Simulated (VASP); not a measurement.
Set up this calculation in VASP 6.6.1, as the native input.

* Task: single point
* Functional: PBE
* Potentials or basis: VASP PAW PBE potentials, release 64 (Ca_sv)
* Cutoff: 520 eV
* k mesh: 8 × 8 × 8
* Occupations: gaussian, width 0.1 eV
* Spin: no spin polarisation
* Dipole correction: no
* Further INCAR settings: ALGO = Fast; EDIFF = 1e-06; NBANDS = 28

The structure of Ca lies in POSCAR:

```
Ca
1.0
    5.5245321496      0.0000000000      0.0000000000
    0.0000000000      5.5245321496      0.0000000000
    0.0000000000      0.0000000000      5.5245321496
Ca
4
Direct
    0.0000000000      0.0000000000      0.0000000000
    0.5000000000      1.0000000000      0.5000000000
    0.5000000000      0.5000000000      1.0000000000
    1.0000000000      0.5000000000      0.5000000000
```

One way to write it, as run:

INCAR

```
SYSTEM = Ca
  ALGO = Fast
  EDIFF = 1E-6
  ENCUT = 520
  GGA = PE
  ISIF = 2
  ISMEAR = 0
  LASPH = .True.
  LCHARG = .False.
  LREAL = .False.
  LWAVE = .False.
  NBANDS = 28
  NELM = 100
  PREC = Accurate
  SIGMA = 0.1
```

KPOINTS

```
k-points
0
Gamma
  8 8 8
  0 0 0
```

Potentials or basis: VASP PAW PBE potentials, release 64 (Ca_sv).

Launch:

```bash
$ cat potpaw_PBE.64/Ca_sv/POTCAR > POTCAR
$ mpirun -np 1 vasp_std > vasp.out
```

It gave:

```yaml
Pressure: 0.0 GPa
Band_gap_on_the_k_mesh: zero (band 20 reaches 2.16 eV, above the bottom of band 21 at 1.80 eV)
```

Wall time 90 s on 1 thread of Intel(R) Xeon(R) 6975P-C (Granite Rapids), on a shared host, peak memory 0.31 GiB.
